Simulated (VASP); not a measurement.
## Sn: single point with r2SCAN

Crystal: Sn.

```xyz
2
Lattice="0.0000 3.2333 3.2333 3.2333 0.0000 3.2333 3.2333 3.2333 0.0000" Properties=species:S:1:pos:R:3 pbc="T T T"
Sn    0.0000    0.0000    0.0000
Sn    1.6167    1.6167    1.6167
```

```json
{"Program": "VASP 6.6.1", "Task": "single point", "Functional": "r2SCAN", "Potentials or basis": "VASP PAW PBE potentials, release 64 (Sn_d)", "Cutoff": "520 eV", "k mesh": "6 × 6 × 6", "Occupations": "fermi-dirac, width 0.15 eV", "Spin": "no spin polarisation", "Dipole correction": "no", "Further INCAR settings": "ALGO = Normal; EDIFF = 1e-06; NBANDS = 21"}
```

```
Pressure               : 2.3 GPa
Band gap on the k mesh : zero (filled and empty bands touch)
```

Levels at points of the mesh, in eV from the Fermi level:
```
           k point  band 11  band 12  band 13  band 14  band 15  band 16  band 17  band 18
(0.00, 0.00, 0.00)   -11.19    -0.26     0.02     0.02     0.02     2.24     2.24     2.24
(0.50, 0.00, 0.00)    -9.45    -6.62    -1.27    -1.27     0.18     3.39     3.39     5.96
(0.50, 0.50, 0.00)    -7.88    -7.88    -2.70    -2.70     0.92     0.92     8.25     8.25
```

Wall time 86 s on 1 thread of AMD EPYC 7R43 64-Core Processor (Zen 3), with other jobs on the host, peak memory 0.17 GiB.

Caveat: the PAW data sets were made with another functional, which shifts forces and pressure a little; spin-orbit coupling is left out, which moves the levels of the heavy elements.
